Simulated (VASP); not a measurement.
# AlAs (F-43m) in VASP: notebook

Runs on AlAs. Level: PBE. Tasks: single point.

Program: VASP 6.6.1. These are calculated values, not measurements. Logs are shortened: lines on timing, memory, paths and dates and some standing lists are left out, and cuts for length are marked.

### Step 1. The cell of the first run

Symmetry: F-43m, No. 216, cubic system. Conventional cell: a = 5.678 Å, b = 5.678 Å, c = 5.678 Å, α = 90.00°, β = 90.00°, γ = 90.00°. Within 3.2 Å of Al (site symmetry -43m) lie 4 As at 2.46 Å. As (site symmetry -43m) has 4 Al at 2.46 Å within 3.2 Å.

### Step 2. Single point, PBE

File INCAR:

```
SYSTEM = AlAs
PREC = Accurate
ENCUT = 520
EDIFF = 1E-6
ISMEAR = -1
SIGMA = 0.02
LREAL = .FALSE.
LASPH = .TRUE.
NELM = 80
ALGO = Normal
ISIF = 2
LWAVE = .FALSE.
LCHARG = .TRUE.
GGA = PE
LELF = .TRUE.
LVHAR = .TRUE.
NBANDS = 11
```

File KPOINTS:

```
Automatic mesh
0
G
  8 8 8
  0 0 0
```

File POSCAR:

```
AlAs
1.0
    0.0000000000      2.8389246378      2.8389246378
    2.8389246378      0.0000000000      2.8389246378
    2.8389246378      2.8389246378      0.0000000000
Al As
1 1
Direct
    0.0000000000      0.0000000000      0.0000000000
    0.2500000000      0.2500000000      0.2500000000
```

Potentials or basis: VASP PAW PBE potentials, release 64 (Al, As).

Started as:

```console
$ cat potpaw_PBE.64/Al/POTCAR potpaw_PBE.64/As/POTCAR > POTCAR
$ mpirun -np 1 vasp_std > vasp.out
```

OUTCAR:

```text
SYSTEM = AlAs
   PREC = Accurate
   ENCUT = 520
   EDIFF = 1E-6
   ISMEAR = -1
   LREAL = .FALSE.
   LASPH = .TRUE.
   NELM = 80
   ISIF = 2
   GGA = PE

 ion  position               nearest neighbor table
   1  0.000  0.000  0.000-   2 2.46   2 2.46   2 2.46   2 2.46
   2  0.250  0.250  0.250-   1 2.46   1 2.46   1 2.46   1 2.46

  LATTYP: Found a face centered cubic cell.
 ALAT       =     5.6778492756

  Lattice vectors:

 A1 = (   0.0000000000,   2.8389246378,   2.8389246378)
 A2 = (   2.8389246378,   0.0000000000,   2.8389246378)
 A3 = (   2.8389246378,   2.8389246378,   0.0000000000)

Analysis of symmetry for initial positions (statically):
=====================================================================
 Subroutine PRICEL returns:
 Original cell was already a primitive cell.

 Routine SETGRP: Setting up the symmetry group for a
 face centered cubic supercell.

 Subroutine GETGRP returns: Found 24 space group operations
 (whereof 24 operations were pure point group operations)
 out of a pool of 48 trial point group operations.

The static configuration has the point symmetry T_d .

Analysis of symmetry for dynamics (positions and initial velocities):
=====================================================================
 Subroutine PRICEL returns:
 Original cell was already a primitive cell.

 Routine SETGRP: Setting up the symmetry group for a
 face centered cubic supercell.

 Subroutine GETGRP returns: Found 24 space group operations
 (whereof 24 operations were pure point group operations)
 out of a pool of 48 trial point group operations.

The dynamic configuration has the point symmetry T_d .

 Subroutine INISYM returns: Found 24 space group operations
 (whereof 24 operations are pure point group operations),
 and found     1 'primitive' translations

----------------------------------------------------------------------------------------

                                     Primitive cell

  volume of cell :      45.7606

  direct lattice vectors                    reciprocal lattice vectors
     0.000000000  2.838924638  2.838924638    -0.176123027  0.176123027  0.176123027
     2.838924638  0.000000000  2.838924638     0.176123027 -0.176123027  0.176123027
     2.838924638  2.838924638  0.000000000     0.176123027  0.176123027 -0.176123027

  length of vectors
     4.014845725  4.014845725  4.014845725     0.305054031  0.305054031  0.305054031

  position of ions in fractional coordinates (direct lattice)
     0.000000000  0.000000000  0.000000000
     0.250000000  0.250000000  0.250000000

  ion indices of the primitive-cell ions
   primitive index   ion index
                 1           1
                 2           2

----------------------------------------------------------------------------------------

 KPOINTS: Automatic mesh

Automatic generation of k-mesh.
 Grid dimensions read from file:
 generate k-points for:    8    8    8

 Generating k-lattice:

  Cartesian coordinates                     Fractional coordinates (reciprocal lattice)
    -0.022015378  0.022015378  0.022015378     0.125000000  0.000000000  0.000000000
     0.022015378 -0.022015378  0.022015378     0.000000000  0.125000000  0.000000000
     0.022015378  0.022015378 -0.022015378     0.000000000  0.000000000  0.125000000

  Length of vectors
     0.038131754  0.038131754  0.038131754

  Shift w.r.t. Gamma in fractional coordinates (k-lattice)
     0.000000000  0.000000000  0.000000000

 Subroutine IBZKPT returns following result:
 ===========================================

 Found     29 irreducible k-points:

 Following reciprocal coordinates:
            Coordinates               Weight
  0.000000  0.000000  0.000000      1.000000
  0.125000  0.000000  0.000000      8.000000
  0.250000  0.000000  0.000000      8.000000
  0.375000  0.000000  0.000000      8.000000
  0.500000  0.000000  0.000000      4.000000
  0.125000  0.125000  0.000000      6.000000
[... 16 lines left out ...]
  0.500000  0.250000  0.125000     48.000000
 -0.375000  0.250000  0.125000     24.000000
 [... further k-points ...]
   k-points           NKPTS =     29   k-points in BZ     NKDIM =     29   number of bands    NBANDS=     11
   number of dos      NEDOS =    301   number of ions     NIONS =      2
   total plane-waves  NPLWV =  27000
   dimension x,y,z NGX =    30 NGY =   30 NGZ =   30
   dimension x,y,z NGXF=    60 NGYF=   60 NGZF=   60
   ions per type =               1   1
   NGX,Y,Z   is equivalent  to a cutoff of  12.42, 12.42, 12.42 a.u.
   NGXF,Y,Z  is equivalent  to a cutoff of  24.84, 24.84, 24.84 a.u.
 SYSTEM =  AlAs
   PREC   = accura    normal or accurate (medium, high low for compatibility)
   ISTART =      0    job   : 0-new  1-cont  2-samecut
   ICHARG =      2    charge: 1-file 2-atom 10-const
   ISPIN  =      1    spin polarized calculation?
   LNONCOLLINEAR =      F non collinear calculations
   LSORBIT =      F    spin-orbit coupling
   LASPH  =      T    aspherical Exc in radial PAW
   ENCUT  =  520.0 eV  38.22 Ry    6.18 a.u.   7.46  7.46  7.46*2*pi/ulx,y,z
   NELM   =     80;   NELMIN=  2; NELMDL= -5     # of ELM steps
   EDIFF  = 0.1E-05   stopping-criterion for ELM
   LREAL  =      F    real-space projection
   EDIFFG = 0.1E-04   stopping-criterion for IOM
   NSW    =      0    number of steps for IOM
   IBRION =     -1    ionic relax: 0-MD 1-quasi-New 2-CG
   NFREE  =      0    steps in history (QN), initial steepest desc. (CG)
   ISIF   =      2    stress and relaxation
   ISYM   =      2    0-nonsym 1-usesym 2-fastsym
   POTIM  = 0.5000    time-step for ionic-motion
   TEBEG  =    0.0;   TEEND  =   0.0 temperature during run
   PSTRESS=    0.0 pullay stress
   NELECT =       8.0000    total number of electrons
   NUPDOWN=      -1.0000    fix difference up-down
   EMIN   =  10.00;   EMAX   =-10.00  energy-range for DOS
   EFERMI =   0.00;   METHOD = LEGACY
   ISMEAR =    -1;   SIGMA  =   0.02  broadening in eV -4-tet -1-fermi 0-gaus
   EFERMI_NEDOS =   21; number of points for ismear=-14 and -15
   IALGO  =     38    algorithm
   IMIX   =      4    mixing-type and parameters
     AMIX     =   0.40;   BMIX     =  1.00
     AMIX_MAG =   1.60;   BMIX_MAG =  1.00
  volume/ion in A,a.u.               =      22.88       154.40
  Fermi-wavevector in a.u.,A,eV,Ry     =   0.915393  1.729842 11.400927  0.837945
  Thomas-Fermi vector in A             =   2.040129
   LORBIT       =      0    0 simple, 1 ext, 2 COOP (PROOUT), +10 PAW based schemes
   GGA     = PE    functional components
   LHFCALC =     F    Hartree Fock is set to
   AEXX    =    0.0000 exact exchange contribution
   IVDW    =     0    specifies the selected vdW correction
   LEPSILON=     F    determine dielectric tensor
   LRPA    =     F    only Hartree local field effects (RPA)
 non-spin polarized calculation
  energy-cutoff  :      520.00
  volume of cell :       45.76
 maximum number of plane-waves:      1249
 NGX is ok and might be reduce to    30
   NGX = 15   NGY = 15   NGZ = 15

 number of electron       7.9999999 magnetization

 Free energy of the ion-electron system (eV)
  ---------------------------------------------------
  ext. energy  EPLUGINS =         0.00000000
  ---------------------------------------------------
  free energy    TOTEN  =        -9.37960872 eV

  energy without entropy =       -9.37960872  energy(sigma->0) =       -9.37960872

 E-fermi :   4.2154     XC(G=0):  -9.0065

 val. band max:        3.8130460964   @ k =   0.0000   0.0000   0.0000
 cond. band min:       5.2633454786   @ k =   0.5000   0.5000   0.0000
 fundamental gap:      1.4502993821
 Fermi energy:         4.2154263707

 k-point     1 :       0.0000    0.0000    0.0000
  band No.  band energies     occupation
      1      -8.0014      2.00000
      2       3.8130      2.00000
      3       3.8130      2.00000
      4       3.8130      2.00000
      5       5.8025      0.00000
      6       8.0848      0.00000
      7       8.0848      0.00000
      8       8.0848      0.00000
      9      12.6352      0.00000
     10      12.8068      0.00000
     11      12.8068      0.00000

 k-point     2 :       0.1250    0.0000    0.0000
  band No.  band energies     occupation
      1      -7.8502      2.00000
      2       2.3880      2.00000
      3       3.6533      2.00000
      4       3.6533      2.00000
      5       6.5585      0.00000
      6       8.3646      0.00000
      7       8.3646      0.00000
      8       8.4806      0.00000
      9      12.2095      0.00000
     10      12.2095      0.00000
     11      13.3556      0.00000

 k-point     3 :       0.2500    0.0000    0.0000
  band No.  band energies     occupation
      1      -7.4310      2.00000
      2       0.4437      2.00000
      3       3.3378      2.00000
      4       3.3378      2.00000
      5       6.3929      0.00000
      6       8.7073      0.00000
      7       8.7073      0.00000
      8      10.2146      0.00000
      9      12.1049      0.00000
     10      12.1049      0.00000
     11      13.1838      0.00000

 k-point     4 :       0.3750    0.0000    0.0000
  band No.  band energies     occupation
      1      -6.8897      2.00000
      2      -1.0905      2.00000
      3       3.0856      2.00000
      4       3.0856      2.00000
      5       6.0518      0.00000
      6       8.6000      0.00000
      7       8.6000      0.00000
      8      11.4983      0.00000
      9      13.3896      0.00000
     10      13.3896      0.00000
     11      13.4966      0.00000
[... 239 lines left out ...]
 k-point    22 :       0.3750    0.2500    0.1250
  band No.  band energies     occupation
      1      -7.0803      2.00000
      2       0.0633      2.00000
      3       1.8777      2.00000
      4       2.8450      2.00000
      5       7.3975      0.00000
      6       8.0478      0.00000
      7       9.1072      0.00000
      8      10.3085      0.00000
      9      11.9560      0.00000
     10      14.2130      0.00000
     11      15.7863      0.00000

 k-point    23 :       0.5000    0.2500    0.1250
  band No.  band energies     occupation
      1      -6.5934      2.00000
      2      -0.9410      2.00000
      3       1.2960      2.00000
      4       2.4672      2.00000
      5       7.4762      0.00000
      6       8.2552      0.00000
      7       9.5759      0.00000
      8      10.6506      0.00000
      9      13.1148      0.00000
     10      14.3223      0.00000
     11      15.9452      0.00000

 k-point    24 :      -0.3750    0.2500    0.1250
  band No.  band energies     occupation
      1      -6.3424      2.00000
      2      -1.4156      2.00000
      3       1.1453      2.00000
      4       2.2860      2.00000
      5       7.4613      0.00000
      6       8.0489      0.00000
      7      10.4577      0.00000
      8      11.4214      0.00000
      9      12.1368      0.00000
     10      14.7882      0.00000
     11      16.0576      0.00000

 [... further k-points ...]

------------------------ aborting loop because EDIFF is reached ----------------------------------------

  FORCE on cell =-STRESS in cart. coord.  units (eV):
  Direction    XX          YY          ZZ          XY          YZ          ZX
  --------------------------------------------------------------------------------------
  -------------------------------------------------------------------------------------
  Total        0.5922013      0.5922013      0.5922013     -0.0000000      0.0000000     -0.0000000
  in kB       20.7342524     20.7342524     20.7342524     -0.0000000      0.0000000     -0.0000000
  external PRESSURE =      20.7342524 kB  Pullay stress =       0.0000000 kB

 VOLUME and BASIS-vectors are now :
 -----------------------------------------------------------------------------
  energy-cutoff  :      520.00
  volume of cell :       45.76
      direct lattice vectors                 reciprocal lattice vectors
     0.000000000  2.838924638  2.838924638    -0.176123027  0.176123027  0.176123027
     2.838924638  0.000000000  2.838924638     0.176123027 -0.176123027  0.176123027
     2.838924638  2.838924638  0.000000000     0.176123027  0.176123027 -0.176123027

 POSITION                                       TOTAL-FORCE (eV/Angst)
 -----------------------------------------------------------------------------------
      0.00000      0.00000      0.00000         0.000000      0.000000      0.000000
      1.41946      1.41946      1.41946        -0.000000     -0.000000     -0.000000
 -----------------------------------------------------------------------------------
    total drift:                               -0.000000     -0.000000     -0.000000

  FREE ENERGIE OF THE ION-ELECTRON SYSTEM (eV)
  ---------------------------------------------------
  free  energy   TOTEN  =        -9.3796087223 eV

  energy  without entropy=       -9.3796087223  energy(sigma->0) =       -9.37960872
```

Run time: 19 s. Hardware: 1 thread of Intel Xeon 8259CL, shared host; peak memory 0.17 GiB.

What came out:

```
Free energy            : -9.3796 eV
Pressure               : 2.1 GPa
Band gap on the k mesh : 1.45 eV, indirect (least direct gap 1.99 eV)
```

Levels at points of the mesh, in eV from the valence-band top:
| k point | band 2 | band 3 | band 4 | band 5 | band 6 | band 7 |
| --- | --- | --- | --- | --- | --- | --- |
| (0.00, 0.00, 0.00) | 0.00 | 0.00 | 0.00 | 1.99 | 4.27 | 4.27 |
| (0.50, 0.00, 0.00) | -5.53 | -0.82 | -0.82 | 2.11 | 4.67 | 4.67 |
| (0.50, 0.50, 0.00) | -5.40 | -2.15 | -2.15 | 1.45 | 2.29 | 10.27 |

A k mesh can miss the band edges. Expect the measured gap to be larger: semilocal functionals such as PBE lack the derivative discontinuity.

### Step 3. Single point, PBE, non-collinear spin, zero start, spin-orbit coupling

File INCAR:

```
PREC = Accurate
ENCUT = 520
EDIFF = 1E-6
ISMEAR = 0
SIGMA = 0.01
LREAL = False
LASPH = True
NELM = 150
ALGO = Normal
ISIF = 2
LWAVE = False
LCHARG = True
MAGMOM = 0 0 0 0 0 0
LORBIT = 11
LSORBIT = True
GGA_COMPAT = False
LORBMOM = True
GGA = PE
LVHAR = True
NBANDS = 20
```

File KPOINTS:

```
Automatic mesh
0
Gamma
  8 8 8
```

POSCAR is that of step 2.

Potentials or basis: VASP PAW PBE potentials, release 64 (Al, As).

Started as:

```console
$ cat potpaw_PBE.64/Al/POTCAR potpaw_PBE.64/As/POTCAR > POTCAR
$ mpirun -np 1 vasp_ncl > vasp.out
```

Wall time 2.2 min (1 thread of Intel Xeon 8259CL, shared host); peak memory 0.3 GiB.

Results (log left out):

| Property | Result |
| --- | --- |
| Free energy | -9.3910 eV |
| Pressure | 2.1 GPa |
| Net moment | 0.00 μB per cell |
| Valence electrons inside the program's atomic spheres | Al 0.77; As 2.90 |

Moments on the atoms (μB; x, y, z):
```
Al  0.00 0.00 0.00
As  0.00 0.00 0.00
```
